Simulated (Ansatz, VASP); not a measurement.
## One calculation of Ti, two programs

Contents of INCAR:

```
SYSTEM = Ti
PREC = Accurate ; ENCUT = 600
EDIFF = 1E-6 ; ISMEAR = 0
SIGMA = 0.1 ; LREAL = .FALSE.
LASPH = .TRUE. ; NELM = 100
ALGO = Fast ; ISIF = 3
LWAVE = .FALSE. ; LCHARG = .FALSE.
GGA = PE ; IVDW = 12
IBRION = 2 ; NSW = 100
EDIFFG = -0.005
```

KPOINTS

```
Automatic mesh
0
G
  18 18 10
  0 0 0
```

File POSCAR:

```
Ti
1.0
    2.9357319231      0.0000000000      0.0000000000
   -1.4678659615      2.5424184241      0.0000000000
    0.0000000000      0.0000000000      4.6408561500
Ti
2
Direct
    0.3333333300      0.6666666700      0.2500000000
    0.6666666700      0.3333333300      0.7500000000
```

Input for Ansatz:

```yaml
crystal:
  lattice:
    - [2.9357319231, 0.0, 0.0]
    - [-1.4678659615, 2.5424184241, 0.0]
    - [0.0, 0.0, 4.64085615]
  atoms:
    - { symbol: Ti, position: [0.33333333, 0.66666667, 0.25] }
    - { symbol: Ti, position: [0.66666667, 0.33333333, 0.75] }
basis:
  ecutwfc: 420
kpoints:
  mp_grid: { grid: [18, 18, 10] }
hamiltonian:
  xc: pbe
  dispersion: d3bj
scf:
  occupations: { method: gaussian, width: 0.1 }
output:
  forces: true
  stress: true
  eigenvalues: true
relax:
  adjacent_minimum: "off"
  f_tol: 0.005
  max_steps: 80
  cell: { stress_tol: 0.05 }
```

Alike in both runs: task relaxation of cell and atoms; functional PBE; dispersion D3(BJ); k mesh 18 × 18 × 10; occupations gaussian, width 0.1 eV; no spin polarisation.

```csv
,VASP,Ansatz
version,VASP 6.6.1,Ansatz 0.2.0
potentials or method,"VASP PAW PBE potentials, release 64 (Ti_sv), cutoff 600 eV","scalar-relativistic, plane waves, PAW"
valence electrons in the cell,24,24
```

|  | VASP | Ansatz | Ansatz less VASP |
| --- | --- | --- | --- |
| gap on the k mesh at the Fermi level, each at its own relaxed structure (eV) | none | none | - |
| relaxed volume (Å³/atom) | 16.45 | 16.50 | +0.046 |
| relaxed cell length with the largest relative difference (Å) | 2.883 | 2.886 | +0.0030 |

A gap of «none» marks a metal or a gap that the smearing closes.
